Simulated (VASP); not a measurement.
Input of a VASP 6.6.1 run:

Contents of INCAR:

```
SYSTEM = Mo
  PREC = Accurate
  ENCUT = 520
  EDIFF = 1E-6
  ISMEAR = 1
  SIGMA = 0.1
  LREAL = .FALSE.
  LASPH = .TRUE.
  NELM = 100
  ALGO = Normal
  ISIF = 2
  LWAVE = .FALSE.
  LCHARG = .FALSE.
  GGA = PE
  NBANDS = 13
```

The input KPOINTS:

```
regular mesh
0
G
  24 24 24
  0 0 0
```

File POSCAR:

```
Mo
1.0
   -1.5803854803      1.5803854803      1.5803854803
    1.5803854803     -1.5803854803      1.5803854803
    1.5803854803      1.5803854803     -1.5803854803
Mo
1
Direct
    0.0000000000      0.0000000000      0.0000000000
```

Potentials or basis: VASP PAW PBE potentials, release 64 (Mo_sv).

Run with:

```sh
$ cat potpaw_PBE.64/Mo_sv/POTCAR > POTCAR
$ mpirun -np 1 vasp_std > vasp.out
```

Predict the pressure.

0.5 GPa.

Predict the band gap on the k mesh.

zero (bands 7 and 8 overlap by 5.27 eV).
